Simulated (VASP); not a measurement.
# O (P6_3/mmc) in VASP: further runs, part 3 of 3

VASP 6.6.1. Earlier steps stand in the parts before.

## Step 4: Electric field gradients, PBE (8.48 Å³/atom)

This run uses another cell than the first one, of 8.48 Å³/atom.

The input, INCAR:

```
ALGO = Normal
EDIFF = 1E-8
ENCUT = 520
GGA = PE
ISIF = 2
ISMEAR = -1
LASPH = True
LCHARG = False
LEFG = True
LREAL = False
LWAVE = False
NBANDS = 13
NELM = 100
PREC = Accurate
SIGMA = 0.08
```

The input, KPOINTS:

```
k-points
0
Gamma
  15 15 8
```

The input, POSCAR:

```
O
1.0
    2.7111620160      0.0000000000      0.0000000000
   -1.3555810080      2.3479351796      0.0000000000
    0.0000000000      0.0000000000      2.6638174006
O
2
Direct
    0.3333333333      0.6666666667      0.2500000000
    0.6666666667      0.3333333333      0.7500000000
```

Potentials or basis: VASP PAW PBE potentials, release 64 (O).

Started as:

```bash
$ cat potpaw_PBE.64/O/POTCAR > POTCAR
$ mpirun -np 1 vasp_std > vasp.out
```

OUTCAR:

```text
EDIFF = 1E-8
   ENCUT = 520
   GGA = PE
   ISIF = 2
   ISMEAR = -1
   LASPH = True
   LREAL = False
   NELM = 100
   PREC = Accurate

 ion  position               nearest neighbor table
   1  0.333  0.667  0.250-
   2  0.667  0.333  0.750-

  LATTYP: Found a hexagonal cell.
 ALAT       =     2.7111620160
 C/A-ratio  =     0.9825371501

  Lattice vectors:

 A1 = (   2.7111620160,   0.0000000000,   0.0000000000)
 A2 = (  -1.3555810080,   2.3479351796,   0.0000000000)
 A3 = (   0.0000000000,   0.0000000000,   2.6638174006)

Analysis of symmetry for initial positions (statically):
=====================================================================
 Subroutine PRICEL returns:
 Original cell was already a primitive cell.

 Routine SETGRP: Setting up the symmetry group for a
 hexagonal supercell.

 Subroutine GETGRP returns: Found 24 space group operations
 (whereof 12 operations were pure point group operations)
 out of a pool of 24 trial point group operations.

The static configuration has the point symmetry D_3d.
 The point group associated with its full space group is D_6h.

Analysis of symmetry for dynamics (positions and initial velocities):
=====================================================================
 Subroutine PRICEL returns:
 Original cell was already a primitive cell.

 Routine SETGRP: Setting up the symmetry group for a
 hexagonal supercell.

 Subroutine GETGRP returns: Found 24 space group operations
 (whereof 12 operations were pure point group operations)
 out of a pool of 24 trial point group operations.

The dynamic configuration has the point symmetry D_3d.
[... 527 lines left out ...]
      4      -0.7211      2.00000
      5      -0.1529      2.00000
      6       0.8968      1.99988
      7       1.0894      1.99871
      8       3.1041      0.00000
      9      17.6351      0.00000
     10      23.2460      0.00000
     11      24.2583      0.00000
     12      26.4503      0.00000
     13      32.7676      0.00000

 [... further k-points ...]

------------------------ aborting loop because EDIFF is reached ----------------------------------------

  FORCE on cell =-STRESS in cart. coord.  units (eV):
  Direction    XX          YY          ZZ          XY          YZ          ZX
  --------------------------------------------------------------------------------------
  -------------------------------------------------------------------------------------
  Total       -0.5561629     -0.5561629     -0.8133469      0.0000000      0.0000000      0.0000000
  in kB      -52.5492534    -52.5492534    -76.8493832      0.0000000      0.0000000      0.0000000
  external PRESSURE =     -60.6492967 kB  Pullay stress =       0.0000000 kB

 VOLUME and BASIS-vectors are now :
 -----------------------------------------------------------------------------
  energy-cutoff  :      520.00
  volume of cell :       16.96
      direct lattice vectors                 reciprocal lattice vectors
     2.711162016  0.000000000  0.000000000     0.368845533  0.212953068  0.000000000
    -1.355581008  2.347935180  0.000000000     0.000000000  0.425906136  0.000000000
     0.000000000  0.000000000  2.663817401     0.000000000  0.000000000  0.375401107

 POSITION                                       TOTAL-FORCE (eV/Angst)
 -----------------------------------------------------------------------------------
     -0.00000      1.56529      0.66595        -0.000000      0.000000      0.000000
      1.35558      0.78265      1.99786         0.000000     -0.000000      0.000000
 -----------------------------------------------------------------------------------
    total drift:                               -0.000000      0.000000      0.000000

  FREE ENERGIE OF THE ION-ELECTRON SYSTEM (eV)
  ---------------------------------------------------
  free  energy   TOTEN  =        -5.8008794361 eV

  energy  without entropy=       -5.7761130477  energy(sigma->0) =       -5.78849624

 Electric field gradients (V/A^2)
---------------------------------------------------------------------
 ion       V_xx      V_yy      V_zz      V_xy      V_xz      V_yz
---------------------------------------------------------------------
   1     -27.994   -27.995    55.988    -0.001     0.000    -0.000
   2     -27.994   -27.995    55.988    -0.001    -0.000     0.000
---------------------------------------------------------------------

 Electric field gradients after diagonalization (V/A^2)
 (convention: |V_zz| > |V_xx| > |V_yy|)
----------------------------------------------------------------------
 ion       V_xx      V_yy      V_zz     asymmetry (V_yy - V_xx)/ V_zz
----------------------------------------------------------------------
   1     -27.995   -27.993    55.988       0.000
   2     -27.995   -27.993    55.988       0.000
----------------------------------------------------------------------

           NMR quadrupolar parameters

 Cq : quadrupolar parameter    Cq=e*Q*V_zz/h
 eta: asymmetry parameters     (V_yy - V_xx)/ V_zz
 Q  : nuclear electric quadrupole moment in mb (millibarn)
----------------------------------------------------------------------
 ion       Cq(MHz)       eta       Q (mb)
----------------------------------------------------------------------
   1       0.135       0.000       1.000
   2       0.135       0.000       1.000
----------------------------------------------------------------------
```

OSZICAR:

```text
N       E                     dE             d eps       ncg     rms          rms(c)
DAV:   1     0.417037129765E+02    0.41704E+02   -0.74027E+03  3627   0.906E+02
DAV:   2    -0.461061323732E+01   -0.46314E+02   -0.44432E+02  4464   0.195E+02
DAV:   3    -0.579846599791E+01   -0.11879E+01   -0.11826E+01  4110   0.281E+01
DAV:   4    -0.580121890747E+01   -0.27529E-02   -0.27529E-02  4235   0.160E+00
DAV:   5    -0.580122616540E+01   -0.72579E-05   -0.72578E-05  4160   0.719E-02    0.124E+00
DAV:   6    -0.579850070667E+01    0.27255E-02   -0.54278E-03  3790   0.603E-01    0.631E-01
DAV:   7    -0.580054430643E+01   -0.20436E-02   -0.45516E-03  3835   0.550E-01    0.940E-02
DAV:   8    -0.580087029107E+01   -0.32598E-03   -0.31812E-04  4225   0.157E-01    0.180E-02
DAV:   9    -0.580087872175E+01   -0.84307E-05   -0.88507E-06  3965   0.265E-02    0.347E-03
DAV:  10    -0.580087976408E+01   -0.10423E-05   -0.56573E-07  4215   0.794E-03    0.145E-03
DAV:  11    -0.580087942687E+01    0.33722E-06   -0.16482E-07  3715   0.348E-03    0.347E-04
DAV:  12    -0.580087941130E+01    0.15569E-07   -0.42456E-09  3235   0.689E-04    0.760E-05
DAV:  13    -0.580087943535E+01   -0.24057E-07   -0.65904E-10  2210   0.254E-04    0.111E-05
DAV:  14    -0.580087943610E+01   -0.74533E-09   -0.30206E-11  2040   0.545E-05
   1 F= -.58008794E+01 E0= -.57884962E+01  d E =-.247664E-01
```

Wall time 32 s (1 thread of Intel Xeon Platinum 8259CL at 2.50GHz (Skylake/Cascade Lake), shared host); peak memory 0.13 GiB.

Results:

```yaml
Free_energy: -5.8009 eV
Pressure: -6.1 GPa
Band_gap_on_the_k_mesh: zero (bands 6 and 7 overlap by 1.81 eV)
Largest_electric_field_gradient_by_atom: O +56.0 V/Å²
```

Electric field gradients, principal values (V/Å²):
| atom | least | middle | greatest (by size) |
| --- | --- | --- | --- |
| 1 O | -27.993 | -27.995 | 55.988 |
| 2 O | -27.993 | -27.995 | 55.988 |

Caveat: the cell stands under tension; without QUAD_EFG the Cq values of the log hold for a quadrupole moment of 1 mb, not for the nuclei.

## Step 5: Single point, PBE

The input, POSCAR:

```
O
1.0
    2.6759481339      0.0000000000      0.0000000000
   -1.3379740670      2.3174390632      0.0000000000
    0.0000000000      0.0000000000      2.6292184533
O
2
Direct
    0.3333333333      0.6666666667      0.2500000000
    0.6666666667      0.3333333333      0.7500000000
```

The input, INCAR.step1:

```
SYSTEM = O
PREC     = Accurate       ! precision mode
ENCUT    = 520            ! plane-wave cutoff, eV
EDIFF    = 1E-6           ! SCF threshold, eV
ISMEAR   = -1             ! smearing method
SIGMA    = 0.08           ! smearing width, eV
LREAL    = .FALSE.        ! projectors in reciprocal space
LASPH    = .TRUE.         ! aspherical terms in the spheres
NELM     = 80             ! most SCF steps
ALGO     = Normal         ! electronic algorithm
ISIF     = 2              ! what is computed and relaxed
LWAVE    = .FALSE.        ! write WAVECAR
LCHARG   = .TRUE.         ! write CHGCAR
GGA      = PE             ! functional
NBANDS   = 13             ! bands
```

The input, KPOINTS.step1:

```
regular mesh
0
G
  15 15 8
  0 0 0
```

The input, INCAR.step2:

```
SYSTEM = O
PREC     = Accurate       ! precision mode
ENCUT    = 520            ! plane-wave cutoff, eV
EDIFF    = 1E-6           ! SCF threshold, eV
ISMEAR   = -5             ! smearing method
SIGMA    = 0.08           ! smearing width, eV
LREAL    = .FALSE.        ! projectors in reciprocal space
LASPH    = .TRUE.         ! aspherical terms in the spheres
NELM     = 80             ! most SCF steps
ALGO     = Normal         ! electronic algorithm
ISIF     = 2              ! what is computed and relaxed
LWAVE    = .FALSE.        ! write WAVECAR
LCHARG   = .FALSE.        ! write CHGCAR
GGA      = PE             ! functional
LORBIT   = 11             ! projections on sites
NEDOS    = 2001           ! points of the DOS
ICHARG   = 11             ! starting density
```

The input, KPOINTS.step2:

```
regular mesh
0
G
  23 23 12
  0 0 0
```

Started as:

```bash
$ cat potpaw_PBE.64/O/POTCAR > POTCAR
$ cp INCAR.step1 INCAR
$ cp KPOINTS.step1 KPOINTS
$ mpirun -np 1 vasp_std > vasp.out
$ cp INCAR.step2 INCAR
$ cp KPOINTS.step2 KPOINTS
$ mpirun -np 1 vasp_std > vasp.out
```

It took 47 s on 1 thread of Intel Xeon Platinum 8259CL at 2.50GHz (Skylake/Cascade Lake), shared host; peak memory 0.17 GiB.

The run converged. Its results:

- Valence electrons inside the program's atomic spheres: O 4.59

Levels at points of the mesh, in eV from the Fermi level:
| k point | band 3 | band 4 | band 5 | band 6 | band 7 | band 8 | band 9 | band 10 |
| --- | --- | --- | --- | --- | --- | --- | --- | --- |
| (0.00, 0.00, 0.00) | -4.48 | -2.71 | -2.71 | 0.63 | 0.63 | 2.23 | 15.02 | 17.17 |
| (0.00, 0.00, 0.50) | -1.65 | -1.65 | -0.91 | -0.91 | -0.91 | -0.91 | 18.88 | 18.88 |

Caveat: tetrahedron occupations give inexact forces and stress in metals.

## Step 6: Overview

| task | cell | k mesh for the DOS | occupations for the DOS | gap on the mesh (eV) | pressure (GPa) |
| --- | --- | --- | --- | --- | --- |
| electric field gradients | a = 2.676, b = 2.676, c = 2.629 Å, angles 90.0, 90.0, 120.0°, 2 atoms | - | - | none | -0.4 |
| electric field gradients | a = 2.694, b = 2.694, c = 2.647 Å, angles 90.0, 90.0, 120.0°, 2 atoms | - | - | none | -3.4 |
| electric field gradients | a = 2.711, b = 2.711, c = 2.664 Å, angles 90.0, 90.0, 120.0°, 2 atoms | - | - | none | -6.1 |
| single point | a = 2.676, b = 2.676, c = 2.629 Å, angles 90.0, 90.0, 120.0°, 2 atoms | 23 × 23 × 12 | tetrahedron | - | - |

Alike in all rows: level PBE; potentials or basis VASP PAW PBE potentials, release 64 (O); no spin polarisation; k mesh 15 × 15 × 8; cutoff (eV) 520; smearing fermi-dirac 0.08 eV.

Caveats: the cell stands under tension (at least some runs); tetrahedron occupations give inexact forces and stress in metals (at least some runs).

Total energies depend on the potentials used, so only differences within one code and one set of settings carry meaning.
